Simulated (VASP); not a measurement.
# B2As in VASP: single point with PBE

Aim: the single point of B2As with PBE.

All numbers are computed with VASP 6.6.1; they aren't measurements. Logs are shortened: lines on timing, memory, paths and dates and some standing lists are left out, and cuts for length are marked.

## 1. The cell of the first run

The cell holds a slab with vacuum, 3 atoms: a = 3.400 Å, b = 3.400 Å, c = 17.404 Å, α = 90.00°, β = 90.00°, γ = 90.00°.

## 2. Single point, PBE (atoms taken out)

File INCAR:

```
SYSTEM = B2As
ALGO = Normal
DIPOL = 0.5 0.5 0.500
EDIFF = 1E-6
ENCUT = 520
GGA = PE
IDIPOL = 3
ISIF = 2
ISMEAR = 0
LASPH = .TRUE.
LCHARG = .TRUE.
LDIPOL = .TRUE.
LELF = .TRUE.
LREAL = .FALSE.
LVACPOTAV = .TRUE.
LVHAR = .TRUE.
LWAVE = .FALSE.
NBANDS = 12
NELM = 60
PREC = Accurate
SIGMA = 0.05
```

File KPOINTS:

```
k-points
0
G
  8 8 1
  0 0 0
```

File POSCAR:

```
B2As
1.0
    3.4003508741      0.0000000000      0.0000000000
    0.0000000000      3.4003508741      0.0000000000
    0.0000000000      0.0000000000     17.4044111615
B As
2 1
Direct
    0.5000000000      0.5000000000      0.4309252367
    0.0000000000      0.0000000000      0.5690747633
    0.5000000000      0.0000000000      0.5000000000
```

Potentials or basis: VASP PAW PBE potentials, release 64 (B, As).

The run is started by

```sh
cat potpaw_PBE.64/B/POTCAR potpaw_PBE.64/As/POTCAR > POTCAR
mpirun -np 1 vasp_std > vasp.out
```

OUTCAR:

```text
SYSTEM = B2As
   EDIFF = 1E-6
   ENCUT = 520
   GGA = PE
   ISIF = 2
   ISMEAR = 0
   LASPH = .TRUE.
   LREAL = .FALSE.
   NELM = 60
   PREC = Accurate

 ion  position               nearest neighbor table
   1  0.500  0.500  0.431-   3 2.08   3 2.08
   2  0.000  0.000  0.569-   3 2.08   3 2.08
   3  0.500  0.000  0.500-   1 2.08   2 2.08   1 2.08   2 2.08

  LATTYP: Found a simple tetragonal cell.
 ALAT       =     3.4003508741
 C/A-ratio  =     5.1184162476

  Lattice vectors:

 A1 = (   3.4003508741,   0.0000000000,   0.0000000000)
 A2 = (   0.0000000000,   3.4003508741,   0.0000000000)
 A3 = (   0.0000000000,   0.0000000000,  17.4044111615)

Analysis of symmetry for initial positions (statically):
=====================================================================
 Subroutine PRICEL returns:
 Original cell was already a primitive cell.

 Routine SETGRP: Setting up the symmetry group for a
 simple tetragonal supercell.

 Subroutine GETGRP returns: Found  8 space group operations
 (whereof  4 operations were pure point group operations)
 out of a pool of 16 trial point group operations.

The static configuration has the point symmetry C_2v.
 The point group associated with its full space group is D_2d.

Analysis of symmetry for dynamics (positions and initial velocities):
=====================================================================
 Subroutine PRICEL returns:
 Original cell was already a primitive cell.

 Routine SETGRP: Setting up the symmetry group for a
 simple tetragonal supercell.

 Subroutine GETGRP returns: Found  8 space group operations
 (whereof  4 operations were pure point group operations)
 out of a pool of 16 trial point group operations.

The dynamic configuration has the point symmetry C_2v.
 The point group associated with its full space group is D_2d.

 Subroutine INISYM returns: Found  8 space group operations
 (whereof  4 operations are pure point group operations),
 and found     1 'primitive' translations

----------------------------------------------------------------------------------------

                                     Primitive cell

  volume of cell :     201.2365

  direct lattice vectors                    reciprocal lattice vectors
     3.400350874  0.000000000  0.000000000     0.294087298  0.000000000  0.000000000
     0.000000000  3.400350874  0.000000000     0.000000000  0.294087298  0.000000000
     0.000000000  0.000000000 17.404411162     0.000000000  0.000000000  0.057456698

  length of vectors
     3.400350874  3.400350874 17.404411162     0.294087298  0.294087298  0.057456698

  position of ions in fractional coordinates (direct lattice)
     0.500000000  0.500000000  0.430925237
     0.000000000  0.000000000  0.569074763
     0.500000000  0.000000000  0.500000000

  ion indices of the primitive-cell ions
   primitive index   ion index
                 1           1
                 2           2
                 3           3

----------------------------------------------------------------------------------------

 KPOINTS: k-points

Automatic generation of k-mesh.
 Grid dimensions read from file:
 generate k-points for:    8    8    1

 Generating k-lattice:

  Cartesian coordinates                     Fractional coordinates (reciprocal lattice)
     0.036760912  0.000000000  0.000000000     0.125000000  0.000000000  0.000000000
     0.000000000  0.036760912  0.000000000     0.000000000  0.125000000  0.000000000
     0.000000000  0.000000000  0.057456698     0.000000000  0.000000000  1.000000000

  Length of vectors
     0.036760912  0.036760912  0.057456698

  Shift w.r.t. Gamma in fractional coordinates (k-lattice)
     0.000000000  0.000000000  0.000000000

 Subroutine IBZKPT returns following result:
 ===========================================

 Found     15 irreducible k-points:

 Following reciprocal coordinates:
            Coordinates               Weight
  0.000000  0.000000  0.000000      1.000000
  0.125000  0.000000  0.000000      4.000000
  0.250000  0.000000  0.000000      4.000000
  0.375000  0.000000  0.000000      4.000000
  0.500000  0.000000  0.000000      2.000000
  0.125000  0.125000  0.000000      4.000000
  0.250000  0.125000  0.000000      8.000000
  0.375000  0.125000  0.000000      8.000000
  0.500000  0.125000  0.000000      4.000000
  0.250000  0.250000  0.000000      4.000000
  0.375000  0.250000  0.000000      8.000000
  0.500000  0.250000  0.000000      4.000000
  0.375000  0.375000  0.000000      4.000000
  0.500000  0.375000  0.000000      4.000000
  0.500000  0.500000  0.000000      1.000000
   k-points           NKPTS =     15   k-points in BZ     NKDIM =     15   number of bands    NBANDS=     12
   number of dos      NEDOS =    301   number of ions     NIONS =      3
   total plane-waves  NPLWV = 109760
   dimension x,y,z NGX =    28 NGY =   28 NGZ =  140
   dimension x,y,z NGXF=    56 NGYF=   56 NGZF=  280
   ions per type =               2   1
   NGX,Y,Z   is equivalent  to a cutoff of  13.69, 13.69, 13.37 a.u.
   NGXF,Y,Z  is equivalent  to a cutoff of  27.38, 27.38, 26.75 a.u.
 SYSTEM =  B2As
   PREC   = accura    normal or accurate (medium, high low for compatibility)
   ISTART =      0    job   : 0-new  1-cont  2-samecut
   ICHARG =      2    charge: 1-file 2-atom 10-const
   ISPIN  =      1    spin polarized calculation?
   LNONCOLLINEAR =      F non collinear calculations
   LSORBIT =      F    spin-orbit coupling
   LASPH  =      T    aspherical Exc in radial PAW
   ENCUT  =  520.0 eV  38.22 Ry    6.18 a.u.   6.32  6.32 32.36*2*pi/ulx,y,z
   NELM   =     60;   NELMIN=  2; NELMDL= -5     # of ELM steps
   EDIFF  = 0.1E-05   stopping-criterion for ELM
   LREAL  =      F    real-space projection
   EDIFFG = 0.1E-04   stopping-criterion for IOM
   NSW    =      0    number of steps for IOM
   IBRION =     -1    ionic relax: 0-MD 1-quasi-New 2-CG
   NFREE  =      0    steps in history (QN), initial steepest desc. (CG)
   ISIF   =      2    stress and relaxation
   ISYM   =      2    0-nonsym 1-usesym 2-fastsym
   POTIM  = 0.5000    time-step for ionic-motion
   TEBEG  =    0.0;   TEEND  =   0.0 temperature during run
   PSTRESS=    0.0 pullay stress
   NELECT =      11.0000    total number of electrons
   NUPDOWN=      -1.0000    fix difference up-down
   EMIN   =  10.00;   EMAX   =-10.00  energy-range for DOS
   EFERMI =   0.00;   METHOD = LEGACY
   ISMEAR =     0;   SIGMA  =   0.05  broadening in eV -4-tet -1-fermi 0-gaus
   EFERMI_NEDOS =   21; number of points for ismear=-14 and -15
   IALGO  =     38    algorithm
   IMIX   =      4    mixing-type and parameters
     AMIX     =   0.40;   BMIX     =  1.00
     AMIX_MAG =   1.60;   BMIX_MAG =  1.00
  volume/ion in A,a.u.               =      67.08       452.67
  Fermi-wavevector in a.u.,A,eV,Ry     =   0.621303  1.174092  5.252086  0.386017
  Thomas-Fermi vector in A             =   1.680760
   LORBIT       =      0    0 simple, 1 ext, 2 COOP (PROOUT), +10 PAW based schemes
   GGA     = PE    functional components
   LHFCALC =     F    Hartree Fock is set to
   AEXX    =    0.0000 exact exchange contribution
   IVDW    =     0    specifies the selected vdW correction
   LEPSILON=     F    determine dielectric tensor
   LRPA    =     F    only Hartree local field effects (RPA)
 non-spin polarized calculation
 Gauss-broadening in eV      SIGMA  =   0.05
  energy-cutoff  :      520.00
  volume of cell :      201.24
 maximum number of plane-waves:      5444
 NGX is ok and might be reduce to    28
   NGX = 13   NGY = 13   NGZ = 65

 number of electron      11.0000000 magnetization

 dipolmoment           0.000000      0.000000     -0.000000 electrons x Angstroem

 Free energy of the ion-electron system (eV)
  ---------------------------------------------------
  ext. energy  EPLUGINS =         0.00000000
  ---------------------------------------------------
  free energy    TOTEN  =       -11.90372066 eV

  energy without entropy =      -11.89572823  energy(sigma->0) =      -11.89972445

 E-fermi :  -3.4384     XC(G=0):  -3.1080

 val. band max:       -3.4630099074   @ k =   0.3750   0.1250   0.0000
 cond. band min:      -3.4328484248   @ k =   0.2500   0.2500   0.0000
 fundamental gap:      0.0301614826
 Fermi energy:        -3.4383812966

 k-point     1 :       0.0000    0.0000    0.0000
  band No.  band energies     occupation
      1     -17.0763      2.00000
      2     -10.5731      2.00000
      3      -5.8370      2.00000
      4      -5.8370      2.00000
      5      -5.2684      2.00000
      6      -2.8603      0.00000
      7      -0.9729      0.00000
      8      -0.9729      0.00000
      9      -0.2973      0.00000
     10      -0.2967      0.00000
     11       1.8381      0.00000
     12       2.1851      0.00000

 k-point     2 :       0.1250    0.0000    0.0000
  band No.  band energies     occupation
      1     -16.9376      2.00000
      2     -10.4980      2.00000
      3      -6.9605      2.00000
      4      -5.7432      2.00000
      5      -5.0201      2.00000
      6      -2.7727      0.00000
      7      -1.5441      0.00000
      8      -0.9264      0.00000
      9      -0.1310      0.00000
     10       0.8749      0.00000
     11       2.0465      0.00000
     12       2.3175      0.00000

 k-point     3 :       0.2500    0.0000    0.0000
  band No.  band energies     occupation
      1     -16.5522      2.00000
      2     -10.4377      2.00000
      3      -8.4735      2.00000
      4      -5.4990      2.00000
      5      -4.7284      2.00000
      6      -3.3359      0.00373
      7      -1.9267      0.00000
      8      -0.8203      0.00000
      9       0.0758      0.00000
     10       2.3340      0.00000
     11       2.5718      0.00000
     12       3.3216      0.00000
[... 151 lines left out ...]
 k-point    14 :       0.5000    0.3750    0.0000
  band No.  band energies     occupation
      1     -14.6930      2.00000
      2     -10.6969      2.00000
      3      -9.9961      2.00000
      4      -7.4425      2.00000
      5      -4.5777      2.00000
      6      -3.8512      2.00000
      7      -3.3765      0.08004
      8      -2.0682      0.00000
      9       1.0947      0.00000
     10       2.1111      0.00000
     11       2.6172      0.00000
     12       5.3686      0.00000

 k-point    15 :       0.5000    0.5000    0.0000
  band No.  band energies     occupation
      1     -14.3902      2.00000
      2     -10.5348      2.00000
      3     -10.5348      2.00000
      4      -7.3601      2.00000
      5      -4.8145      2.00000
      6      -3.5532      1.99883
      7      -3.5532      1.99883
      8      -2.4454      0.00000
      9       1.5380      0.00000
     10       1.8835      0.00000
     11       1.8835      0.00000
     12       5.4386      0.00000

------------------------ aborting loop because EDIFF is reached ----------------------------------------

  FORCE on cell =-STRESS in cart. coord.  units (eV):
  Direction    XX          YY          ZZ          XY          YZ          ZX
  --------------------------------------------------------------------------------------
  -------------------------------------------------------------------------------------
  Total       -1.2680067     -1.2680067     -2.0637442      0.0000000      0.0000000      0.0000000
  in kB      -10.0954421    -10.0954421    -16.4308355      0.0000000      0.0000000      0.0000000
  external PRESSURE =     -12.2072399 kB  Pullay stress =       0.0000000 kB

 VOLUME and BASIS-vectors are now :
 -----------------------------------------------------------------------------
  energy-cutoff  :      520.00
  volume of cell :      201.24
      direct lattice vectors                 reciprocal lattice vectors
     3.400350874  0.000000000  0.000000000     0.294087298  0.000000000  0.000000000
     0.000000000  3.400350874  0.000000000     0.000000000  0.294087298  0.000000000
     0.000000000  0.000000000 17.404411162     0.000000000  0.000000000  0.057456698

 POSITION                                       TOTAL-FORCE (eV/Angst)
 -----------------------------------------------------------------------------------
      1.70018      1.70018      7.50000         0.000000      0.000000      0.855459
      0.00000      0.00000      9.90441         0.000000      0.000000     -0.855459
      1.70018      0.00000      8.70221         0.000000      0.000000      0.000000
 -----------------------------------------------------------------------------------
    total drift:                                0.000000     -0.000000      0.000000

  FREE ENERGIE OF THE ION-ELECTRON SYSTEM (eV)
  ---------------------------------------------------
  free  energy   TOTEN  =       -11.9037206624 eV

  energy  without entropy=      -11.8957282301  energy(sigma->0) =      -11.89972445

 vacuum level on the upper side and lower side of the slab         2.150         2.150
```

It took 32 s on 1 thread of Intel Xeon 6975P-C (Granite Rapids), shared host; peak memory 0.32 GiB.

Results:

```
Free energy            : -11.9037 eV
Largest force          : 0.855 eV/Å
Band gap on the k mesh : zero (an odd number of electrons rules out a gap without spin polarisation)
```

Forces in eV/Å, atoms in the order of the input:
```
B    0.000  0.000  0.855
B    0.000  0.000 -0.855
As   0.000  0.000  0.000
```

Levels at points of the mesh, in eV from the Fermi level:
```tsv
k point	band 2	band 3	band 4	band 5	band 6	band 7	band 8	band 9
(0.00, 0.00, 0.00)	-7.13	-2.40	-2.40	-1.83	0.58	2.47	2.47	3.14
(0.50, 0.00, 0.00)	-7.99	-5.42	-1.91	-1.66	0.35	0.95	2.73	3.54
(0.50, 0.50, 0.00)	-7.10	-7.10	-3.92	-1.38	-0.11	-0.11	0.99	4.98
```

Caveat: the cell differs from its parent crystal (atoms taken out); an odd number of electrons without spin polarisation forces a metal; a magnetic or distorted state may lie lower.

The gap in the log of VASP goes by the Fermi energy; the results here count the filled bands.